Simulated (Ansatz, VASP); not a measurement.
One calculation of AlFe, two programs

The input INCAR:

```
PREC     = Accurate       # precision mode
ENCUT    = 520            # plane-wave cutoff, eV
EDIFF    = 1E-6           # SCF threshold, eV
ISMEAR   = -1             # smearing method
SIGMA    = 0.025          # smearing width, eV
LREAL    = False          # projectors in reciprocal space
LASPH    = True           # aspherical terms in the spheres
NELM     = 150            # most SCF steps
ALGO     = Normal         # electronic algorithm
ISIF     = 2              # what is computed and relaxed
LWAVE    = False          # write WAVECAR
LCHARG   = True           # write CHGCAR
ISPIN    = 2              # spin polarisation
MAGMOM   = 0 0.8          # initial moments
LORBIT   = 11             # projections on sites
LMAXMIX  = 4              # l up to which the mixer works
GGA      = PE             # functional
LELF     = True           # ELF
LVHAR    = True         
NBANDS   = 16             # bands
```

File KPOINTS:

```
Automatic mesh
0
Gamma
  10 10 10
```

File POSCAR:

```
AlFe
1.0
    2.9102959362     -0.0292479683     -0.0292479683
   -0.0292479683      2.9102959362     -0.0292479683
   -0.0292479683     -0.0292479683      2.9102959362
Al Fe
1 1
Direct
    0.0000000000      0.0000000000      0.0000000000
    0.5000000000      0.5000000000      0.5000000000
```

Input for Ansatz:

```yaml
crystal:
  lattice:
    - [2.9102959362, -0.0292479683, -0.0292479683]
    - [-0.0292479683, 2.9102959362, -0.0292479683]
    - [-0.0292479683, -0.0292479683, 2.9102959362]
  atoms:
    - { symbol: Al, position: [0.0, 0.0, 0.0] }
    - { symbol: Fe, position: [0.5, 0.5, 0.5], spin: 0.8 }
magnetization:
  spin_polarized: true
kpoints:
  mp_grid: { grid: [10, 10, 10] }
scf:
  occupations: { method: fermi_dirac, width: 0.025 }
  lower_state_search: "off"
hamiltonian:
  xc: pbe
  pseudopotentials: { kind: all_electron, datasets: crystal }
output:
  eigenvalues: false
  eigenstates:
    nscf_kmesh: { grid: [15, 15, 15] }
    top_band: c23
    magnetocrystalline_anisotropy:
      directions:
        - [0.57735027, 0.57735027, 0.57735027]
        - [0.70710678, -0.70710678, 0.0]
        - [0.81649658, -0.40824829, -0.40824829]
```

Change from the starting cell: stretched by -2 % along [0.577, 0.577, 0.577] at fixed volume; anisotropy by the force theorem, datasets made for the crystal.

Alike in both runs: task single point; functional PBE; k mesh 10 × 10 × 10; occupations fermi-dirac, width 0.025 eV; collinear spin.

|  | VASP | Ansatz |
| --- | --- | --- |
| version | VASP 6.6.1 | Ansatz 0.2.0 |
| potentials or method | VASP PAW PBE potentials, release 64 (Al, Fe), cutoff 520 eV | all-electron PAW with datasets made for the crystal, scalar-relativistic |

```tsv
	VASP	Ansatz	Ansatz less VASP
net moment per atom (μB)	0.38	0.39	+0.007
size of the moment on the site where the two differ most (μB)	0.03	0.03	+0.004
```

Site moments also hang on the region over which each program counts them. Ansatz ran all-electron here, and VASP with PAW potentials. Ansatz's warnings: band levels unverified.
